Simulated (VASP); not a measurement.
Input of a VASP 6.6.1 run:

INCAR

```
ALGO = Normal
EDIFF = 1E-6
ENCUT = 520
GGA = PE
ISIF = 2
ISMEAR = 0
LASPH = True
LCHARG = True
LELF = True
LREAL = False
LVHAR = True
LWAVE = False
NBANDS = 42
NELM = 60
PREC = Accurate
SIGMA = 0.2
```

KPOINTS

```
k-points
0
Gamma
  4 4 3
```

Contents of POSCAR:

```
Li2Ge4N
1.0
    3.9477715587      0.0000000000      0.0000000000
    0.0000000000      3.9477715587      0.0000000000
    0.0000000000      0.0000000000      7.2735901970
Li Ge N
2 4 1
Direct
    0.0000000000      0.5000000000      0.0000000000
    0.5000000000      0.0000000000      0.0000000000
    0.0000000000      0.0000000000      0.2692575456
    0.0000000000      0.0000000000      0.7307424544
    0.5000000000      0.5000000000      0.6716082162
    0.5000000000      0.5000000000      0.3283917838
    0.0000000000      0.0000000000      0.0000000000
```

Potentials or basis: VASP PAW PBE potentials, release 64 (Li_sv, Ge_d, N).

Run with:

```bash
$ cat potpaw_PBE.64/Li_sv/POTCAR potpaw_PBE.64/Ge_d/POTCAR potpaw_PBE.64/N/POTCAR > POTCAR
$ mpirun -np 1 vasp_std > vasp.out
```

**Question.** What does it give for the band gap on the k mesh?

**Answer.** Zero (an odd number of electrons rules out a gap without spin polarisation).

**Question.** What does it give for the largest force?

**Answer.** 0.043 eV/Å.

Forces in eV/Å, atoms in the order of the input:
```
Li   0.000  0.000  0.000
Li   0.000  0.000  0.000
Ge   0.000  0.000 -0.043
Ge   0.000  0.000  0.043
Ge   0.000  0.000 -0.011
Ge   0.000  0.000  0.011
N    0.000  0.000  0.000
```

Caveat: the k points lie up to 0.40 Å⁻¹ apart, too coarse for converged energies and pressures of a metal.
